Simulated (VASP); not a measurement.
**Sc: relaxation of cell and atoms with PBEsol**

The system is Sc.

```xyz
1
Lattice="0.0000 2.2600 2.2600 2.2600 0.0000 2.2600 2.2600 2.2600 0.0000" Properties=species:S:1:pos:R:3 pbc="T T T"
Sc    0.0000    0.0000    0.0000
```

| Property | Result |
| --- | --- |
| Program | VASP 6.6.1 |
| Task | relaxation of cell and atoms |
| Functional | PBEsol |
| Potentials or basis | VASP PAW PBE potentials, release 64 (Sc_sv) |
| Cutoff | 600 eV |
| k mesh | 10 × 10 × 10 |
| Occupations | fermi-dirac, width 0.05 eV |
| Spin | no spin polarisation |
| Target pressure | 2 GPa |
| Dipole correction | no |
| Further INCAR settings | ALGO = Fast; EDIFF = 1e-06; IBRION = 2; EDIFFG = -0.01; NSW = 60; ISIF = 3 |

```
Relaxed volume                                         : 22.83 Å³/atom
Relaxed cell                                           : a = 3.184 Å, b = 3.184 Å, c = 3.184 Å, α = 60.00°, β = 60.00°, γ = 60.00°
Space group after relaxing (to 0.05 Å)                 : Fm-3m (No. 225)
Energy change on relaxing (the enthalpy is what falls) : +2.7 meV/atom
Ionic steps                                            : 3
Pressure after relaxing                                : 2.0 GPa
```

Step by step:
| step | energy change (eV) | largest force (eV/Å) | pressure (GPa) | volume (Å³) |
| --- | --- | --- | --- | --- |
| 1 | 0.0000 | 0.0000 | 1.33 | 23.09 |
| 2 | 0.0035 | 0.0000 | 2.19 | 22.76 |
| 3 | 0.0027 | 0.0000 | 2.02 | 22.83 |

Final structure:
```
CELL_PARAMETERS angstrom
0.00000 2.25155 2.25155
2.25155 0.00000 2.25155
2.25155 2.25155 0.00000
ATOMIC_POSITIONS crystal
Sc 0.00000 0.00000 0.00000
```

Levels at points of the mesh, in eV from the Fermi level:
```
           k point  band 1  band 2  band 3  band 4  band 5  band 6  band 7  band 8  band 9
(0.00, 0.00, 0.00)  -49.01  -27.46  -27.46  -27.46   -5.33    1.69    1.69    1.69    3.22
(0.50, 0.00, 0.00)  -48.93  -27.98  -27.53  -27.53   -1.86    0.40    1.56    1.56    4.22
(0.50, 0.50, 0.00)  -48.90  -27.95  -27.65  -27.65   -1.68   -0.74    2.21    4.22    4.49
```

It took 36 s on 1 thread of AMD EPYC 7R13 Processor (Zen 3), on a shared host, peak memory 0.13 GiB.

Caveat: the cell is relaxed towards a set pressure, so the enthalpy falls and the energy may rise; the PAW data sets were made with another functional, which shifts forces and pressure a little.
